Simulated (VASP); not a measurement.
# Bi (C2/m) in VASP: a series of runs

Bi is run at these levels: PBEsol, PBE; tasks: density of states, vibrations by perturbation theory.

All numbers are computed with VASP 6.6.1; they aren't measurements. Logs are shortened: lines on timing, memory, paths and dates and some standing lists are left out, and cuts for length are marked.

### 1 The cell of the first run

Symmetry: C2/m, No. 12, monoclinic system. Conventional cell: a = 6.977 Å, b = 6.265 Å, c = 3.359 Å, α = 90.00°, β = 112.04°, γ = 90.00°. Within 4.2 Å of Bi (site symmetry m) lie 9 Bi at 3.21 to 3.99 Å.

### 2 Density of states, PBEsol

File POSCAR:

```
Bi
1.0
    3.4885980000     -3.1325780000      0.0000000000
    3.4885980000      3.1325780000      0.0000000000
   -1.2602350000      0.0000000000      3.1135500000
Bi
2
Direct
    0.7530610000      0.7530610000      0.8573820000
    0.2469390000      0.2469390000      0.1426180000
```

File INCAR.step1:

```
SYSTEM = Bi
PREC = Accurate ; ENCUT = 520
EDIFF = 1E-6 ; ISMEAR = -1
SIGMA = 0.05 ; LREAL = .FALSE.
LASPH = .TRUE. ; NELM = 100
ALGO = Fast ; ISIF = 2
LWAVE = .FALSE. ; LCHARG = .TRUE.
GGA = PS ; NBANDS = 22
```

File KPOINTS.step1:

```
regular mesh
0
G
  4 4 5
  0 0 0
```

File INCAR.step2:

```
SYSTEM = Bi
PREC = Accurate ; ENCUT = 520
EDIFF = 1E-6 ; ISMEAR = -5
SIGMA = 0.05 ; LREAL = .FALSE.
LASPH = .TRUE. ; NELM = 100
ALGO = Fast ; ISIF = 2
LWAVE = .FALSE. ; LCHARG = .FALSE.
GGA = PS ; LORBIT = 11
NBANDS = 22 ; NEDOS = 2001
ICHARG = 11
```

File KPOINTS.step2:

```
regular mesh
0
G
  6 6 8
  0 0 0
```

Potentials or basis: VASP PAW PBE potentials, release 64 (Bi_d).

The run is started by

```
cat potpaw_PBE.64/Bi_d/POTCAR > POTCAR
cp INCAR.step1 INCAR
cp KPOINTS.step1 KPOINTS
mpirun -np 1 vasp_std > vasp.out
cp INCAR.step2 INCAR
cp KPOINTS.step2 KPOINTS
mpirun -np 1 vasp_std > vasp.out
```

OUTCAR:

```text
SYSTEM = Bi
   PREC = Accurate
   ENCUT = 520
   EDIFF = 1E-6
   ISMEAR = -5
   LREAL = .FALSE.
   LASPH = .TRUE.
   NELM = 100
   ISIF = 2
   GGA = PS
   LORBIT = 11
   ICHARG = 11

 ion  position               nearest neighbor table
   1  0.753  0.753  0.857-   2 3.21   2 3.28   2 3.28   2 3.45
   2  0.247  0.247  0.143-   1 3.21   1 3.28   1 3.28   1 3.45

  LATTYP: Found a base centered monoclinic cell.
 ALAT       =     6.9771960000
 B/A-ratio  =     0.8979475423
 C/A-ratio  =     0.4814149259
 COS(beta)  =    -0.3751898342

  Lattice vectors:

 A1 = (   3.4885980000,  -3.1325780000,   0.0000000000)
 A2 = (   3.4885980000,   3.1325780000,   0.0000000000)
 A3 = (  -1.2602350000,   0.0000000000,   3.1135500000)

Analysis of symmetry for initial positions (statically):
=====================================================================
 Subroutine PRICEL returns:
 Original cell was already a primitive cell.

 Routine SETGRP: Setting up the symmetry group for a
 base centered monoclinic supercell.

 Subroutine GETGRP returns: Found  4 space group operations
 (whereof  4 operations were pure point group operations)
 out of a pool of  4 trial point group operations.

The static configuration has the point symmetry C_2h.

Analysis of symmetry for dynamics (positions and initial velocities):
=====================================================================
 Subroutine PRICEL returns:
 Original cell was already a primitive cell.

 Routine SETGRP: Setting up the symmetry group for a
 base centered monoclinic supercell.

 Subroutine GETGRP returns: Found  4 space group operations
 (whereof  4 operations were pure point group operations)
 out of a pool of  4 trial point group operations.

The dynamic configuration has the point symmetry C_2h.

 Subroutine INISYM returns: Found  4 space group operations
 (whereof  4 operations are pure point group operations),
 and found     1 'primitive' translations

----------------------------------------------------------------------------------------

                                     Primitive cell

  volume of cell :      68.0517

  direct lattice vectors                    reciprocal lattice vectors
     3.488598000 -3.132578000  0.000000000     0.143324052 -0.159612945  0.058011590
     3.488598000  3.132578000  0.000000000     0.143324052  0.159612945  0.058011590
    -1.260235000  0.000000000  3.113550000     0.000000000  0.000000000  0.321176792

  length of vectors
     4.688641694  4.688641694  3.358926295     0.222223807  0.222223807  0.321176792

  position of ions in fractional coordinates (direct lattice)
     0.753061000  0.753061000  0.857382000
     0.246939000  0.246939000  0.142618000

  ion indices of the primitive-cell ions
   primitive index   ion index
                 1           1
                 2           2

----------------------------------------------------------------------------------------

 KPOINTS: regular mesh

Automatic generation of k-mesh.
 Grid dimensions read from file:
 generate k-points for:    6    6    8

 Generating k-lattice:

  Cartesian coordinates                     Fractional coordinates (reciprocal lattice)
     0.023887342 -0.026602157  0.009668598     0.166666667  0.000000000 -0.000000000
     0.023887342  0.026602157  0.009668598     0.000000000  0.166666667 -0.000000000
     0.000000000  0.000000000  0.040147099     0.000000000  0.000000000  0.125000000

  Length of vectors
     0.037037301  0.037037301  0.040147099

  Shift w.r.t. Gamma in fractional coordinates (k-lattice)
     0.000000000  0.000000000  0.000000000

 TETIRR: Found    432 inequivalent tetrahedra from     1728

 Subroutine IBZKPT returns following result:
 ===========================================

 Found     89 irreducible k-points:

 Following reciprocal coordinates:
            Coordinates               Weight
  0.000000  0.000000  0.000000      1.000000
  0.166667 -0.000000  0.000000      4.000000
  0.333333 -0.000000  0.000000      4.000000
  0.500000  0.000000  0.000000      2.000000
  0.166667  0.166667  0.000000      2.000000
  0.333333  0.166667  0.000000      4.000000
[... 16 lines left out ...]
 -0.333333  0.166667  0.125000      4.000000
 -0.166667  0.166667  0.125000      4.000000
 [... further k-points ...]
   k-points           NKPTS =     89   k-points in BZ     NKDIM =     89   number of bands    NBANDS=     22
   number of dos      NEDOS =   2001   number of ions     NIONS =      2
   total plane-waves  NPLWV =  36288
   dimension x,y,z NGX =    36 NGY =   36 NGZ =   28
   dimension x,y,z NGXF=    72 NGYF=   72 NGZF=   56
   ions per type =               2
   NGX,Y,Z   is equivalent  to a cutoff of  12.76, 12.76, 13.86 a.u.
   NGXF,Y,Z  is equivalent  to a cutoff of  25.53, 25.53, 27.72 a.u.
 SYSTEM =  Bi
   PREC   = accura    normal or accurate (medium, high low for compatibility)
   ISTART =      0    job   : 0-new  1-cont  2-samecut
   ICHARG =     11    charge: 1-file 2-atom 10-const
   ISPIN  =      1    spin polarized calculation?
   LNONCOLLINEAR =      F non collinear calculations
   LSORBIT =      F    spin-orbit coupling
   LASPH  =      T    aspherical Exc in radial PAW
   ENCUT  =  520.0 eV  38.22 Ry    6.18 a.u.   8.72  8.72  6.25*2*pi/ulx,y,z
   NELM   =    100;   NELMIN=  2; NELMDL=  0     # of ELM steps
   EDIFF  = 0.1E-05   stopping-criterion for ELM
   LREAL  =      F    real-space projection
   EDIFFG = 0.1E-04   stopping-criterion for IOM
   NSW    =      0    number of steps for IOM
   IBRION =     -1    ionic relax: 0-MD 1-quasi-New 2-CG
   NFREE  =      0    steps in history (QN), initial steepest desc. (CG)
   ISIF   =      2    stress and relaxation
   ISYM   =      2    0-nonsym 1-usesym 2-fastsym
   POTIM  = 0.5000    time-step for ionic-motion
   TEBEG  =    0.0;   TEEND  =   0.0 temperature during run
   PSTRESS=    0.0 pullay stress
   NELECT =      30.0000    total number of electrons
   NUPDOWN=      -1.0000    fix difference up-down
   EMIN   =  10.00;   EMAX   =-10.00  energy-range for DOS
   EFERMI =   0.00;   METHOD = LEGACY
   ISMEAR =    -5;   SIGMA  =   0.05  broadening in eV -4-tet -1-fermi 0-gaus
   EFERMI_NEDOS =   21; number of points for ismear=-14 and -15
   IALGO  =     68    algorithm
   IMIX   =      4    mixing-type and parameters
     AMIX     =   0.40;   BMIX     =  1.00
     AMIX_MAG =   1.60;   BMIX_MAG =  1.00
  volume/ion in A,a.u.               =      34.03       229.62
  Fermi-wavevector in a.u.,A,eV,Ry     =   1.245955  2.354514 21.121737  1.552404
  Thomas-Fermi vector in A             =   2.380154
   LORBIT       =     11    0 simple, 1 ext, 2 COOP (PROOUT), +10 PAW based schemes
   GGA     = PS    functional components
   LHFCALC =     F    Hartree Fock is set to
   AEXX    =    0.0000 exact exchange contribution
   IVDW    =     0    specifies the selected vdW correction
   LEPSILON=     F    determine dielectric tensor
   LRPA    =     F    only Hartree local field effects (RPA)
 non-spin polarized calculation
 RMM-DIIS sequential band-by-band and
 Fermi weights with tetrahedron method with Bloechl corrections
  energy-cutoff  :      520.00
  volume of cell :       68.05
 maximum number of plane-waves:      1849

 number of electron      30.0000001 magnetization

 Free energy of the ion-electron system (eV)
  ---------------------------------------------------
  ext. energy  EPLUGINS =         0.00000000
  ---------------------------------------------------
  free energy    TOTEN  =        -8.54960162 eV

  energy without entropy =       -8.54960162  energy(sigma->0) =       -8.54960162

 E-fermi :   6.6491     XC(G=0):  -9.9387

 val. band max:        6.8798714401   @ k =  -0.1667   0.1667   0.5000
 cond. band min:       5.9308754733   @ k =   0.5000   0.0000   0.0000
 fundamental gap:     -0.9489959668
 Fermi energy:         6.6491269978

 k-point     1 :       0.0000    0.0000    0.0000
  band No.  band energies     occupation
      1     -16.2823      2.00000
      2     -16.2652      2.00000
      3     -16.2335      2.00000
      4     -16.1714      2.00000
      5     -16.1105      2.00000
      6     -16.0953      2.00000
[... 14 lines left out ...]
     21      14.8341      0.00000
     22      15.2879      0.00000

 k-point     2 :       0.1667   -0.0000    0.0000
  band No.  band energies     occupation
      1     -16.2810      2.00000
      2     -16.2558      2.00000
      3     -16.2349      2.00000
      4     -16.1600      2.00000
      5     -16.1084      2.00000
      6     -16.0984      2.00000
[... 14 lines left out ...]
     21      14.9552      0.00000
     22      15.9232      0.00000

 k-point     3 :       0.3333   -0.0000    0.0000
  band No.  band energies     occupation
      1     -16.2828      2.00000
      2     -16.2526      2.00000
      3     -16.2072      2.00000
      4     -16.1311      2.00000
      5     -16.1184      2.00000
      6     -16.0925      2.00000
[... 14 lines left out ...]
     21      15.6368      0.00000
     22      16.8304      0.00000

 k-point     4 :       0.5000    0.0000    0.0000
  band No.  band energies     occupation
      1     -16.2840      2.00000
      2     -16.2559      2.00000
      3     -16.1726      2.00000
      4     -16.1381      2.00000
      5     -16.1058      2.00000
      6     -16.0801      2.00000
[... 14 lines left out ...]
     21      15.1906      0.00000
     22      15.6269      0.00000

 k-point     5 :       0.1667    0.1667    0.0000
  band No.  band energies     occupation
      1     -16.2784      2.00000
      2     -16.2555      2.00000
      3     -16.2185      2.00000
      4     -16.1508      2.00000
      5     -16.1092      2.00000
      6     -16.1040      2.00000
[... 417 lines left out ...]
 k-point    22 :       0.5000    0.1667    0.1250
  band No.  band energies     occupation
      1     -16.2596      2.00000
      2     -16.2362      2.00000
      3     -16.1708      2.00000
      4     -16.1215      2.00000
      5     -16.1091      2.00000
      6     -16.0922      2.00000
[... 14 lines left out ...]
     21      16.2137      0.00000
     22      16.6072      0.00000

 k-point    23 :      -0.3333    0.1667    0.1250
  band No.  band energies     occupation
      1     -16.2600      2.00000
      2     -16.2322      2.00000
      3     -16.2088      2.00000
      4     -16.1284      2.00000
      5     -16.1046      2.00000
      6     -16.0999      2.00000
[... 14 lines left out ...]
     21      15.3494      0.00000
     22      16.6028      0.00000

 k-point    24 :      -0.1667    0.1667    0.1250
  band No.  band energies     occupation
      1     -16.2568      2.00000
      2     -16.2356      2.00000
      3     -16.2205      2.00000
      4     -16.1450      2.00000
      5     -16.1076      2.00000
      6     -16.1043      2.00000
[... 14 lines left out ...]
     21      15.6496      0.00000
     22      15.7183      0.00000

 [... further k-points ...]
[... 5 lines left out ...]
  --------------------------------------------------------------------------------------
  -------------------------------------------------------------------------------------
  Total       -1.2239836     -0.6332168     -1.6552197      0.0000000      0.0000000      0.3519946
  in kB      -28.8169168    -14.9081703    -38.9697448      0.0000000      0.0000000      8.2872019
  external PRESSURE =     -27.5649440 kB  Pullay stress =       0.0000000 kB

 VOLUME and BASIS-vectors are now :
 -----------------------------------------------------------------------------
  energy-cutoff  :      520.00
  volume of cell :       68.05
      direct lattice vectors                 reciprocal lattice vectors
     3.488598000 -3.132578000  0.000000000     0.143324052 -0.159612945  0.058011590
     3.488598000  3.132578000  0.000000000     0.143324052  0.159612945  0.058011590
    -1.260235000  0.000000000  3.113550000     0.000000000  0.000000000  0.321176792

 POSITION                                       TOTAL-FORCE (eV/Angst)
 -----------------------------------------------------------------------------------
      4.17375      0.00000      2.66950         0.097414      0.000000      0.061085
      1.54321      0.00000      0.44405        -0.097414      0.000000     -0.061085
 -----------------------------------------------------------------------------------
    total drift:                                0.000000      0.000000     -0.000000

  FREE ENERGIE OF THE ION-ELECTRON SYSTEM (eV)
  ---------------------------------------------------
  free  energy   TOTEN  =        -8.5496016249 eV

  energy  without entropy=       -8.5496016249  energy(sigma->0) =       -8.54960162

 total charge

# of ion       s       p       d       tot
------------------------------------------
    1        1.539   1.288   9.913  12.740
    2        1.539   1.288   9.913  12.740
--------------------------------------------------
tot          3.078   2.576  19.825  25.480
```

Wall time 49 s (1 thread of Intel Xeon 6975P-C (Granite Rapids), shared host); peak memory 0.24 GiB.

Results:

```
Valence electrons inside the program's atomic spheres : Bi 12.74
```

Levels at points of the mesh, in eV from the Fermi level:
```csv
k point,band 13,band 14,band 15,band 16,band 17,band 18
"(0.00, 0.00, 0.00)",-3.10,-2.84,2.70,3.01,3.69,4.03
"(0.50, 0.00, 0.00)",-1.19,-1.02,-0.78,-0.72,3.33,4.46
"(0.50, 0.50, 0.00)",-4.97,-4.97,3.07,3.81,5.12,5.49
"(0.00, 0.00, 0.50)",-4.02,-2.56,-1.64,1.13,1.43,1.49
"(0.50, 0.00, 0.50)",-4.35,-3.15,-1.84,0.85,1.94,2.10
"(0.50, 0.50, 0.50)",-3.87,-2.91,-2.27,-0.49,1.07,1.59
```

Caveat: the k points lie up to 0.40 Å⁻¹ apart; the PAW data sets were made with another functional, which shifts forces and pressure a little; spin-orbit coupling is left out, which moves the levels of the heavy elements; tetrahedron occupations give inexact forces and stress in metals.

(Part 1 of 2 ends here.)
